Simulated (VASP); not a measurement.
# C in VASP: notebook, part 2 of 2

VASP 6.6.1.

## Step 4: Single point, PBE+D3(BJ)

INCAR reads:

```
PREC = Accurate
ENCUT = 520
EDIFF = 1E-6
ISMEAR = 0
SIGMA = 0.02
LREAL = F
LASPH = T
NELM = 60
ALGO = Normal
ISIF = 2
LWAVE = F
LCHARG = F
LDIPOL = T
IDIPOL = 3
DIPOL = 0.5 0.5 0.500
GGA = PE
IVDW = 12
NBANDS = 11
```

KPOINTS reads:

```
regular mesh
0
Gamma
  12 12 1
```

POSCAR reads:

```
C
1.0
    2.4656258656      0.0000000000      0.0000000000
   -1.2328129328      2.1341717666      0.0000000000
    0.0000000000      0.0000000000     26.0000000000
C
2
Direct
    0.6666996635      0.3333993270      0.5000000000
    0.3333003365      0.6666006730      0.5000000000
```

Potentials or basis: VASP PAW PBE potentials, release 64 (C).

Started as:

```
$ cat potpaw_PBE.64/C/POTCAR > POTCAR
$ mpirun -np 1 vasp_std > vasp.out
```

OUTCAR:

```text
PREC = Accurate
   ENCUT = 520
   EDIFF = 1E-6
   ISMEAR = 0
   LREAL = F
   LASPH = T
   NELM = 60
   ISIF = 2
   GGA = PE
   IVDW = 12
 IVDW          = 12

 ion  position               nearest neighbor table
   1  0.667  0.333  0.500-   2 1.42   2 1.42   2 1.42
   2  0.333  0.667  0.500-   1 1.42   1 1.42   1 1.42

  Warning from LATTYP: Monoclinic adjustment (A1->A3, A2->A1, A3->A2)!
  LATTYP: Found a base centered orthorhombic cell.
 ALAT       =     2.4656258656
 B/A-ratio  =     1.7311399887
 C/A-ratio  =    10.5449899609

  Lattice vectors:

 A1 = (   1.2328129328,  -2.1341717666,   0.0000000000)
 A2 = (   1.2328129328,   2.1341717666,   0.0000000000)
 A3 = (   0.0000000000,   0.0000000000,  26.0000000000)

Analysis of symmetry for initial positions (statically):
=====================================================================
 Subroutine PRICEL returns:
 Original cell was already a primitive cell.

 Routine SETGRP: Setting up the symmetry group for a
 base centered orthorhombic supercell.

 Subroutine GETGRP returns: Found  8 space group operations
 (whereof  8 operations were pure point group operations)
 out of a pool of  8 trial point group operations.

The static configuration has the point symmetry D_2h.

Analysis of symmetry for dynamics (positions and initial velocities):
=====================================================================
 Subroutine PRICEL returns:
 Original cell was already a primitive cell.

 Routine SETGRP: Setting up the symmetry group for a
 base centered orthorhombic supercell.

 Subroutine GETGRP returns: Found  8 space group operations
 (whereof  8 operations were pure point group operations)
 out of a pool of  8 trial point group operations.

The dynamic configuration has the point symmetry D_2h.

 Subroutine INISYM returns: Found  8 space group operations
 (whereof  8 operations are pure point group operations),
 and found     1 'primitive' translations

[... 129 lines left out ...]
 maximum number of plane-waves:      3740
   NGX =  9   NGY =  9   NGZ = 97

 dipolmoment           0.000000      0.000000      0.000000 electrons x Angstroem

 number of electron       7.9999997 magnetization

 dipolmoment           0.000000      0.000000     -0.000000 electrons x Angstroem

 Free energy of the ion-electron system (eV)
  ---------------------------------------------------
  ext. energy  EPLUGINS =         0.00000000
  ---------------------------------------------------
  free energy    TOTEN  =       -18.44468168 eV

  energy without entropy =      -18.44436983  energy(sigma->0) =      -18.44452576

 E-fermi :  -3.0852     XC(G=0):  -1.6876

 val. band max:       -3.0866489710   @ k =   0.3333   0.3333   0.0000
 cond. band min:      -3.0837936315   @ k =   0.3333   0.3333   0.0000
 fundamental gap:      0.0028553395
 Fermi energy:        -3.0852213013

 k-point     1 :       0.0000    0.0000    0.0000
  band No.  band energies     occupation
      1     -22.6176      2.00000
      2     -10.7107      2.00000
      3      -6.1365      2.00000
      4      -6.1252      2.00000
      5       0.1718      0.00000
      6       0.9402      0.00000
      7       1.1900      0.00000
      8       1.6507      0.00000
      9       1.9653      0.00000
     10       2.8547      0.00000
     11       3.2437      0.00000
[... 309 lines left out ...]
 k-point    24 :       0.4167    0.1667    0.0000
  band No.  band energies     occupation
      1     -16.9509      2.00000
      2     -15.9340      2.00000
      3     -11.3240      2.00000
      4      -4.8508      2.00000
      5      -1.6341      0.00000
      6       6.8503      0.00000
      7       8.5228      0.00000
      8       8.5873      0.00000
      9       8.7866      0.00000
     10       9.7387      0.00000
     11      10.1108      0.00000

 [... further k-points ...]

------------------------ aborting loop because EDIFF is reached ----------------------------------------

 vacuum level on the upper side and lower side of the slab       (xc-potential included)        -0.009        -0.009

 Edisp (eV)   -0.17718

 E8    (eV) :    -0.0555

  FORCE on cell =-STRESS in cart. coord.  units (eV):
  Direction    XX          YY          ZZ          XY          YZ          ZX
  --------------------------------------------------------------------------------------
  -------------------------------------------------------------------------------------
  Total       0.11786     0.13614    -0.01078     0.00000     0.00000     0.00000
  in kB       1.38026     1.59428    -0.12630     0.00000     0.00000     0.00000
  external pressure =        0.95 kB  Pullay stress =        0.00 kB

 VOLUME and BASIS-vectors are now :
 -----------------------------------------------------------------------------
  energy-cutoff  :      520.00
  volume of cell :      136.81
      direct lattice vectors                 reciprocal lattice vectors
     2.465625866  0.000000000  0.000000000     0.405576537  0.234282923  0.000000000
    -1.232812933  2.134171767  0.000000000     0.000000000  0.468565846  0.000000000
     0.000000000  0.000000000 26.000000000     0.000000000  0.000000000  0.038461538

 POSITION                                       TOTAL-FORCE (eV/Angst)
 -----------------------------------------------------------------------------------
      1.23281      0.71153     13.00000         0.000000     -0.023646      0.000000
      0.00000      1.42264     13.00000         0.000000      0.023646      0.000000
 -----------------------------------------------------------------------------------
    total drift:                               -0.000000      0.000000     -0.000000

  FREE ENERGIE OF THE ION-ELECTRON SYSTEM (eV)
  ---------------------------------------------------
  free  energy   TOTEN  =       -18.6218664580 eV

  energy  without entropy=      -18.6215546125  energy(sigma->0) =      -18.62171054

 vacuum level on the upper side and lower side of the slab         1.147         1.147
```

OSZICAR:

```text
N       E                     dE             d eps       ncg     rms          rms(c)
DAV:   1     0.567472866331E+02    0.56747E+02   -0.32396E+03  1002   0.512E+02
DAV:   2    -0.140458467142E+02   -0.70793E+02   -0.58048E+02  1399   0.106E+02
DAV:   3    -0.196654465024E+02   -0.56196E+01   -0.56135E+01  1323   0.406E+01
[... 11 lines left out ...]
DAV:  15    -0.184446196889E+02   -0.10599E-03   -0.56537E-06  1106   0.864E-03    0.248E-03
DAV:  16    -0.184446567301E+02   -0.37041E-04   -0.31221E-06  1080   0.619E-03    0.190E-03
DAV:  17    -0.184446745766E+02   -0.17847E-04   -0.23333E-07  1112   0.212E-03    0.566E-04
DAV:  18    -0.184446787019E+02   -0.41252E-05   -0.21311E-08  1133   0.714E-04    0.250E-04
DAV:  19    -0.184446811610E+02   -0.24591E-05   -0.22176E-08   988   0.492E-04    0.188E-04
DAV:  20    -0.184446816787E+02   -0.51765E-06   -0.21886E-09  1178   0.182E-04
   1 F= -.18621866E+02 E0= -.18621711E+02  d E =-.311846E-03
```

It took 79 s on 1 thread of Intel Xeon 6975P-C (Granite Rapids), shared host; peak memory 0.26 GiB.

What came out:

```
Free energy                : -18.6219 eV
Largest force              : 0.024 eV/Å
Band gap on the k mesh     : 0.00 eV, direct
Dispersion energy per atom : -0.089 eV
```

Forces on the atoms (eV/Å):
```
C    0.000 -0.024  0.000
C    0.000  0.024  0.000
```

## Step 5: Single point, PBE+D3(BJ)

INCAR reads:

```
SYSTEM = C
PREC = Accurate
ENCUT = 520
EDIFF = 1E-7
ISMEAR = 0
SIGMA = 0.01
LREAL = .FALSE.
LASPH = .TRUE.
NELM = 80
ALGO = Normal
ISIF = 2
LWAVE = .FALSE.
LCHARG = .TRUE.
LDIPOL = .TRUE.
IDIPOL = 3
DIPOL = 0.5 0.5 0.500
GGA = PE
IVDW = 12
LELF = .TRUE.
LVHAR = .TRUE.
LVACPOTAV = .TRUE.
NBANDS = 11
```

KPOINTS reads:

```
Automatic mesh
0
G
  16 16 1
  0 0 0
```

POSCAR reads:

```
C
1.0
    2.4691931493      0.0000000000      0.0000000000
   -1.2345965747      2.1325997647      0.0000000000
    0.0000000000      0.0000000000     26.0000000000
C
2
Direct
    0.6663562897      0.3327125795      0.5000000000
    0.3336437103      0.6672874205      0.5000000000
```

Potentials or basis: VASP PAW PBE potentials, release 64 (C).

Started as:

```
$ cat potpaw_PBE.64/C/POTCAR > POTCAR
$ mpirun -np 1 vasp_std > vasp.out
```

OUTCAR:

```text
SYSTEM = C
   PREC = Accurate
   ENCUT = 520
   EDIFF = 1E-7
   ISMEAR = 0
   LREAL = .FALSE.
   LASPH = .TRUE.
   NELM = 80
   ISIF = 2
   GGA = PE
   IVDW = 12
 IVDW          = 12

 ion  position               nearest neighbor table
   1  0.666  0.333  0.500-   2 1.42   2 1.43   2 1.43
   2  0.334  0.667  0.500-   1 1.42   1 1.43   1 1.43

  Warning from LATTYP: Monoclinic adjustment (A1->A3, A2->A1, A3->A2)!
  LATTYP: Found a base centered orthorhombic cell.
 ALAT       =     2.4691931493
 B/A-ratio  =     1.7273656905
 C/A-ratio  =    10.5297554415

  Lattice vectors:

 A1 = (   1.2345965747,  -2.1325997647,   0.0000000000)
 A2 = (   1.2345965746,   2.1325997647,   0.0000000000)
 A3 = (   0.0000000000,   0.0000000000,  26.0000000000)

Analysis of symmetry for initial positions (statically):
=====================================================================
 Subroutine PRICEL returns:
 Original cell was already a primitive cell.

 Routine SETGRP: Setting up the symmetry group for a
 base centered orthorhombic supercell.

 Subroutine GETGRP returns: Found  8 space group operations
 (whereof  8 operations were pure point group operations)
 out of a pool of  8 trial point group operations.

The static configuration has the point symmetry D_2h.

Analysis of symmetry for dynamics (positions and initial velocities):
=====================================================================
 Subroutine PRICEL returns:
 Original cell was already a primitive cell.

 Routine SETGRP: Setting up the symmetry group for a
 base centered orthorhombic supercell.

 Subroutine GETGRP returns: Found  8 space group operations
 (whereof  8 operations were pure point group operations)
 out of a pool of  8 trial point group operations.

The dynamic configuration has the point symmetry D_2h.

 Subroutine INISYM returns: Found  8 space group operations
 (whereof  8 operations are pure point group operations),
 and found     1 'primitive' translations

----------------------------------------------------------------------------------------

                                     Primitive cell

  volume of cell :     136.9108

  direct lattice vectors                    reciprocal lattice vectors
     2.469193149  0.000000000  0.000000000     0.404990594  0.234455620  0.000000000
    -1.234596575  2.132599765  0.000000000     0.000000000  0.468911240  0.000000000
     0.000000000  0.000000000 26.000000000     0.000000000  0.000000000  0.038461538

  length of vectors
     2.469193149  2.464185557 26.000000000     0.467960275  0.468911240  0.038461538

  position of ions in fractional coordinates (direct lattice)
     0.666356290  0.332712579  0.500000000
     0.333643710  0.667287421  0.500000000

  ion indices of the primitive-cell ions
   primitive index   ion index
                 1           1
                 2           2

----------------------------------------------------------------------------------------

 KPOINTS: Automatic mesh

Automatic generation of k-mesh.
 Grid dimensions read from file:
 generate k-points for:   16   16    1

 Generating k-lattice:
[... 45 lines left out ...]
   number of dos      NEDOS =    301   number of ions     NIONS =      2
   total plane-waves  NPLWV =  63504
   dimension x,y,z NGX =    18 NGY =   18 NGZ =  196
   dimension x,y,z NGXF=    36 NGYF=   36 NGZF=  392
   ions per type =               2
   NGX,Y,Z   is equivalent  to a cutoff of  12.12, 12.14, 12.53 a.u.
   NGXF,Y,Z  is equivalent  to a cutoff of  24.24, 24.29, 25.06 a.u.
 SYSTEM =  C
   PREC   = accura    normal or accurate (medium, high low for compatibility)
   ISTART =      0    job   : 0-new  1-cont  2-samecut
   ICHARG =      2    charge: 1-file 2-atom 10-const
   ISPIN  =      1    spin polarized calculation?
   LNONCOLLINEAR =      F non collinear calculations
   LSORBIT =      F    spin-orbit coupling
   LASPH  =      T    aspherical Exc in radial PAW
   ENCUT  =  520.0 eV  38.22 Ry    6.18 a.u.   4.59  4.58 48.34*2*pi/ulx,y,z
   NELM   =     80;   NELMIN=  2; NELMDL= -5     # of ELM steps
   EDIFF  = 0.1E-06   stopping-criterion for ELM
   LREAL  =      F    real-space projection
   EDIFFG = 0.1E-05   stopping-criterion for IOM
   NSW    =      0    number of steps for IOM
   IBRION =     -1    ionic relax: 0-MD 1-quasi-New 2-CG
   NFREE  =      0    steps in history (QN), initial steepest desc. (CG)
   ISIF   =      2    stress and relaxation
   ISYM   =      2    0-nonsym 1-usesym 2-fastsym
   POTIM  = 0.5000    time-step for ionic-motion
   TEBEG  =    0.0;   TEEND  =   0.0 temperature during run
   PSTRESS=    0.0 pullay stress
   NELECT =       8.0000    total number of electrons
   NUPDOWN=      -1.0000    fix difference up-down
   EMIN   =  10.00;   EMAX   =-10.00  energy-range for DOS
   EFERMI =   0.00;   METHOD = LEGACY
   ISMEAR =     0;   SIGMA  =   0.01  broadening in eV -4-tet -1-fermi 0-gaus
   EFERMI_NEDOS =   21; number of points for ismear=-14 and -15
   IALGO  =     38    algorithm
   IMIX   =      4    mixing-type and parameters
     AMIX     =   0.40;   BMIX     =  1.00
     AMIX_MAG =   1.60;   BMIX_MAG =  1.00
  volume/ion in A,a.u.               =      68.46       461.96
  Fermi-wavevector in a.u.,A,eV,Ry     =   0.635271  1.200488  5.490890  0.403569
  Thomas-Fermi vector in A             =   1.699548
   LORBIT       =      0    0 simple, 1 ext, 2 COOP (PROOUT), +10 PAW based schemes
   GGA     = PE    functional components
   LHFCALC =     F    Hartree Fock is set to
   AEXX    =    0.0000 exact exchange contribution
   IVDW    =    12    specifies the selected vdW correction
   LEPSILON=     F    determine dielectric tensor
   LRPA    =     F    only Hartree local field effects (RPA)
 non-spin polarized calculation
 Gauss-broadening in eV      SIGMA  =   0.01
  energy-cutoff  :      520.00
  volume of cell :      136.91
 maximum number of plane-waves:      3742
   NGX =  9   NGY =  9   NGZ = 97

 number of electron       7.9999997 magnetization

 dipolmoment           0.000000      0.000000     -0.000000 electrons x Angstroem

 Free energy of the ion-electron system (eV)
  ---------------------------------------------------
  ext. energy  EPLUGINS =         0.00000000
  ---------------------------------------------------
  free energy    TOTEN  =       -18.45245604 eV

  energy without entropy =      -18.45245604  energy(sigma->0) =      -18.45245604

 E-fermi :  -3.6453     XC(G=0):  -1.6680

 val. band max:       -3.6943195793   @ k =   0.3125   0.3125   0.0000
 cond. band min:      -2.4923993663   @ k =   0.3125   0.3125   0.0000
 fundamental gap:      1.2019202130
 Fermi energy:        -3.6453467959

 k-point     1 :       0.0000    0.0000    0.0000
  band No.  band energies     occupation
      1     -22.6129      2.00000
      2     -10.7074      2.00000
      3      -6.1693      2.00000
      4      -6.1009      2.00000
      5       0.1739      0.00000
      6       0.9481      0.00000
      7       1.2241      0.00000
      8       1.6885      0.00000
      9       1.9691      0.00000
     10       2.8778      0.00000
     11       3.2737      0.00000
[... 309 lines left out ...]
 k-point    24 :      -0.1250    0.0625    0.0000
  band No.  band energies     occupation
      1     -22.3369      2.00000
      2     -10.3787      2.00000
      3      -7.1257      2.00000
      4      -6.7601      2.00000
      5       0.5485      0.00000
      6       1.3282      0.00000
      7       1.6091      0.00000
      8       2.0714      0.00000
      9       2.3519      0.00000
     10       3.2589      0.00000
     11       3.6534      0.00000

 [... further k-points ...]

------------------------ aborting loop because EDIFF is reached ----------------------------------------

 vacuum level on the upper side and lower side of the slab       (xc-potential included)        -0.090        -0.090

 Edisp (eV)   -0.17715

 E8    (eV) :    -0.0555

  FORCE on cell =-STRESS in cart. coord.  units (eV):
  Direction    XX          YY          ZZ          XY          YZ          ZX
  --------------------------------------------------------------------------------------
  -------------------------------------------------------------------------------------
  Total      -0.10167     0.23780    -0.01070    -0.00000     0.00000     0.00000
  in kB      -1.18975     2.78278    -0.12518    -0.00000     0.00000     0.00000
  external pressure =        0.49 kB  Pullay stress =        0.00 kB

 VOLUME and BASIS-vectors are now :
 -----------------------------------------------------------------------------
  energy-cutoff  :      520.00
  volume of cell :      136.91
      direct lattice vectors                 reciprocal lattice vectors
     2.469193149  0.000000000  0.000000000     0.404990594  0.234455620  0.000000000
    -1.234596575  2.132599765  0.000000000     0.000000000  0.468911240  0.000000000
     0.000000000  0.000000000 26.000000000     0.000000000  0.000000000  0.038461538

 POSITION                                       TOTAL-FORCE (eV/Angst)
 -----------------------------------------------------------------------------------
      1.23460      0.70954     13.00000        -0.000000      0.176598     -0.000000
      0.00000      1.42306     13.00000         0.000000     -0.176598      0.000000
 -----------------------------------------------------------------------------------
    total drift:                                0.000000     -0.000000      0.000000

  FREE ENERGIE OF THE ION-ELECTRON SYSTEM (eV)
  ---------------------------------------------------
  free  energy   TOTEN  =       -18.6296102942 eV

  energy  without entropy=      -18.6296102942  energy(sigma->0) =      -18.62961029

 vacuum level on the upper side and lower side of the slab         1.155         1.155
```

OSZICAR:

```text
N       E                     dE             d eps       ncg     rms          rms(c)
DAV:   1     0.547368144981E+02    0.54737E+02   -0.32202E+03  1710   0.513E+02
DAV:   2    -0.141307437480E+02   -0.68868E+02   -0.55959E+02  2370   0.106E+02
DAV:   3    -0.196744346110E+02   -0.55437E+01   -0.55194E+01  2340   0.397E+01
[... 14 lines left out ...]
DAV:  18    -0.184524530999E+02   -0.33409E-05   -0.14270E-08  1964   0.623E-04    0.334E-04
DAV:  19    -0.184524555106E+02   -0.24107E-05   -0.25175E-08  1679   0.537E-04    0.183E-04
DAV:  20    -0.184524558210E+02   -0.31047E-06   -0.10392E-09  2017   0.160E-04    0.312E-05
DAV:  21    -0.184524560121E+02   -0.19103E-06   -0.13209E-09  1820   0.115E-04    0.240E-05
DAV:  22    -0.184524560380E+02   -0.25914E-07   -0.19086E-11  1998   0.256E-05
   1 F= -.18629610E+02 E0= -.18629610E+02  d E =-.338388E-14
```

Wall time 2.8 min (1 thread of Intel Xeon 6975P-C (Granite Rapids), shared host); peak memory 0.28 GiB.

Results:

```
Free energy                            : -18.6296 eV
Largest force                          : 0.177 eV/Å
Band gap on the k mesh                 : 1.20 eV, direct
Dispersion energy per atom             : -0.089 eV
Ionisation potential of the upper face : 4.85 eV
```

Forces in eV/Å, atoms in the order of the input:
```
C    0.000  0.177  0.000
C    0.000 -0.177  0.000
```

## Step 6: Summary

```csv
cell,k mesh,smearing,gap on the mesh (eV),largest force (eV/Å)
"a = 2.466, b = 2.465, c = 26.000 Å, angles 90.0, 90.0, 120.0°, 2 atoms",8 × 8 × 1,gaussian 0.1 eV,1.97,0.01
"a = 2.469, b = 2.464, c = 26.000 Å, angles 90.0, 90.0, 120.1°, 2 atoms",12 × 12 × 1,gaussian 0.02 eV,0.07,-
"a = 2.466, b = 2.465, c = 26.000 Å, angles 90.0, 90.0, 120.0°, 2 atoms",12 × 12 × 1,gaussian 0.02 eV,0.00,0.02
"a = 2.469, b = 2.464, c = 26.000 Å, angles 90.0, 90.0, 120.1°, 2 atoms",16 × 16 × 1,gaussian 0.01 eV,1.20,0.18
```

Alike in all rows: task single point; level PBE+D3(BJ); potentials or basis VASP PAW PBE potentials, release 64 (C); no spin polarisation; cutoff (eV) 520.

Total energies depend on the potentials used, so only differences within one code and one set of settings carry meaning.
